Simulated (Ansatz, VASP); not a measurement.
**TaN in VASP and in Ansatz**

```
Ta N
1.0
     0.00000   -2.20811   -2.20811
     0.00000    2.20811   -2.20811
     4.41622    0.00000    0.00000
Ta N
2 2
Direct
  0.52427 0.47573 0.00000
  0.97573 0.02427 0.50000
  0.47294 0.52706 0.50000
  0.02706 0.97294 0.00000
```

Change from the starting cell: mode 1 frozen in at +0.000 Å and mode 2 at -0.119 Å (largest displacements).

Alike in both runs: task single point; functional PBE; k mesh 14 × 14 × 10; occupations gaussian, width 0.15 eV; no spin polarisation.

```csv
,VASP,Ansatz
version,VASP 6.6.1,Ansatz 0.2.0
potentials or method,"VASP PAW PBE potentials, release 64 (Ta_pv, N), cutoff 520 eV","scalar-relativistic, plane waves, PAW"
valence electrons in the cell,32,36
```

```tsv
	VASP	Ansatz	Ansatz less VASP
gap on the k mesh at the Fermi level (eV)	none	none	-
pressure (GPa)	1.0	0.0	-0.98
traceless stress, the component that is largest in VASP (GPa)	6.90	6.81	-0.093
rms of the force components (eV/Å)	0.110	0.103	-0.0068
```

Atom by atom the forces differ by 0.007 eV/Å (rms over components). A gap of «none» marks a metal or a gap that the smearing closes. VASP's potentials hold 32 valence electrons a cell and Ansatz's 36, so a difference there can come from the potentials and not from the codes.

Spin-orbit coupling is off throughout.
